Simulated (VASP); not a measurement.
Here is a VASP 6.6.1 calculation.

The input INCAR:

```
SYSTEM = Ti3Se
  PREC = Accurate
  ENCUT = 520
  EDIFF = 1E-7
  ISMEAR = -1
  SIGMA = 0.05
  LREAL = .FALSE.
  LASPH = .TRUE.
  NELM = 150
  ALGO = Normal
  ISIF = 2
  LWAVE = .FALSE.
  LCHARG = .TRUE.
  LMAXMIX = 4
  LDAU = .TRUE.
  LDAUTYPE = 2
  LDAUL = -1 2
  LDAUU = 0 4
  LDAUJ = 0 0
  LDAUPRINT = 1
  GGA = PS
  LELF = .TRUE.
  LVHAR = .TRUE.
  NBANDS = 29
```

File KPOINTS:

```
regular mesh
0
G
  10 10 4
  0 0 0
```

File POSCAR:

```
Ti3Se
1.0
    3.1974455988      0.0000000000      0.0000000000
   -1.5987227994      2.7690691158      0.0000000000
    0.0000000000      0.0000000000      7.9427450000
Se Ti
1 3
Direct
    0.0000000000      0.0000000000      0.0000000000
    0.6666666667      0.3333333333      0.5000000000
    0.3333333333      0.6666666667      0.7729020000
    0.3333333333      0.6666666667      0.2270980000
```

Potentials or basis: VASP PAW PBE potentials, release 64 (Se, Ti_sv).

The run is started by

```sh
$ cat potpaw_PBE.64/Se/POTCAR potpaw_PBE.64/Ti_sv/POTCAR > POTCAR
$ mpirun -np 1 vasp_std > vasp.out
```

(1) What does it give for the band gap on the k mesh?

(2) What does it give for the pressure?

(3) Estimate the largest force.

## Answers

(1) zero (bands 21 and 22 overlap by 0.75 eV).

(2) 2.1 GPa.

(3) 0.134 eV/Å.

Caveat: the PAW data sets were made with another functional, which shifts forces and pressure a little; U without spin polarisation on a metal has little footing.
